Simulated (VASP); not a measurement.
A run of VASP 6.6.1 is set up as follows.

File INCAR:

```
  PREC = Accurate
  ENCUT = 520
  EDIFF = 1E-6
  ISMEAR = -1
  SIGMA = 0.03
  LREAL = False
  LASPH = True
  NELM = 80
  ALGO = Normal
  ISIF = 2
  LWAVE = False
  LCHARG = True
  GGA = CA
  LELF = True
  LVHAR = True
  NBANDS = 18
```

The input KPOINTS:

```
Automatic mesh
0
Gamma
  13 13 7
```

File POSCAR:

```
Sc
1.0
    3.3087978973      0.0000000000      0.0000000000
   -1.6543989486      2.8655030350      0.0000000000
    0.0000000000      0.0000000000      5.2153200000
Sc
2
Direct
    0.3333333333      0.6666666667      0.2500000000
    0.6666666667      0.3333333333      0.7500000000
```

Potentials or basis: VASP PAW LDA potentials, release 64 (Sc_sv).

The run is started by

```sh
$ cat potpaw_LDA.64/Sc_sv/POTCAR > POTCAR
$ mpirun -np 1 vasp_std > vasp.out
```

Problem. Predict the pressure.

Solution. -4.8 GPa.

Problem. Estimate the band gap on the k mesh.

Solution. Zero (band 11 reaches 4.19 eV, above the bottom of band 12 at 2.94 eV).

Stress tensor (GPa, compression positive):
```
-4.42  0.00  0.00
 0.00 -4.42  0.00
 0.00  0.00 -5.67
```

Caveat: the cell differs from its parent crystal (zz strain of -1 %).
